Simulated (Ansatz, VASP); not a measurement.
# Two plane-wave programs on Co

Contents of POSCAR:

```
Co
1.0
    2.5070990100      0.0000000000      0.0000000000
   -1.2535495000      2.1712114300      0.0000000000
    0.0000000000      0.0000000000      4.0686000000
Co
2
Direct
    0.3333333300      0.6666666700      0.2500000000
    0.6666666700      0.3333333300      0.7500000000
```

File INCAR.step1:

```
SYSTEM = Co
ALGO = Normal ; EDIFF = 1E-4
ENCUT = 520 ; GGA = PE
ISMEAR = 0 ; ISPIN = 2
LASPH = .TRUE. ; LCHARG = .FALSE.
LMAXMIX = 4 ; LREAL = .FALSE.
LWAVE = .TRUE. ; MAGMOM = 3 3
NBANDS = 20 ; NELM = 150
PREC = Accurate ; SIGMA = 0.1
```

File INCAR.step2:

```
SYSTEM = Co
ALGO = Normal ; EDIFF = 1E-7
ENCUT = 520 ; ISIF = 2
ISMEAR = 0 ; ISPIN = 2
ISTART = 1 ; LASPH = .TRUE.
LCHARG = .FALSE. ; LMAXMIX = 4
LMIXTAU = .TRUE. ; LORBIT = 11
LREAL = .FALSE. ; LWAVE = .FALSE.
MAGMOM = 3 3 ; METAGGA = R2SCAN
NBANDS = 20 ; NELM = 150
PREC = Accurate ; SIGMA = 0.1
```

The input KPOINTS:

```
k-points
0
G
  13 13 7
  0 0 0
```

Input for Ansatz:

```yaml
crystal:
  lattice:
    - [2.50709901, 0.0, 0.0]
    - [-1.2535495, 2.17121143, 0.0]
    - [0.0, 0.0, 4.0686]
  atoms:
    - { symbol: Co, position: [0.33333333, 0.66666667, 0.25], spin: 3.0 }
    - { symbol: Co, position: [0.66666667, 0.33333333, 0.75], spin: 3.0 }
magnetization:
  spin_polarized: true
hamiltonian:
  xc: r2scan
  pseudopotentials: { kind: paw }
basis:
  ecutwfc: 500
kpoints:
  mp_grid: { grid: [13, 13, 7] }
scf:
  occupations: { method: gaussian, width: 0.1 }
output:
  forces: true
  stress: true
```

Alike in both runs: task single point; functional r2SCAN; k mesh 13 × 13 × 7; occupations gaussian, width 0.1 eV; collinear spin.

|  | VASP | Ansatz |
| --- | --- | --- |
| version | VASP 6.6.1 | Ansatz 0.2.0 |
| potentials or method | VASP PAW PBE potentials, release 64 (Co), cutoff 520 eV | PAW, plane waves, scalar-relativistic |
| valence electrons in the cell | 18 | 34 |

```tsv
	VASP	Ansatz	Ansatz less VASP
pressure (GPa)	-8.3	-8.3	+0.05
net moment per atom (μB)	1.79	1.80	+0.009
size of the moment on the site where the two differ most (μB)	1.86	1.94	+0.079
```

VASP's potentials were made for PBE, not for r2SCAN. Site moments also hang on the region over which each program counts them. VASP's potentials hold 18 valence electrons a cell and Ansatz's 34, so a difference there can come from the potentials and not from the codes. Ansatz's warnings: stability check not made.
